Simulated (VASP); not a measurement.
Si:

```
CELL_PARAMETERS angstrom
0.00000 2.72185 2.72185
2.72185 0.00000 2.72185
2.72185 2.72185 0.00000
ATOMIC_POSITIONS crystal
Si 0.50000 0.50000 0.50000
Si 0.75000 0.75000 0.75000
```

Base run:

* Program: VASP 6.6.1
* Functional: revPBE
* Potentials or basis: VASP PAW PBE potentials, release 64 (Si)
* Cutoff: 520 eV
* k mesh: 8 × 8 × 8
* Occupations: fermi-dirac, width 0.05 eV
* Spin: no spin polarisation

Its results: band gap on the k mesh 0.67 eV, indirect (least direct gap 2.57 eV); pressure 2.3 GPa.

**Question.** The run is repeated on the same cell with these changes: functional from revPBE to PBEsol; k mesh from 8 × 8 × 8 to 6 × 6 × 6. What comes out?

**Answer.** Band gap on the k mesh 0.60 eV, indirect (least direct gap 2.51 eV); pressure -0.3 GPa.

Several settings changed at once, so the effect can't be laid on one alone.

Caveats: the PAW data sets were made with another functional, which shifts forces and pressure a little.

A k mesh can miss the band edges.
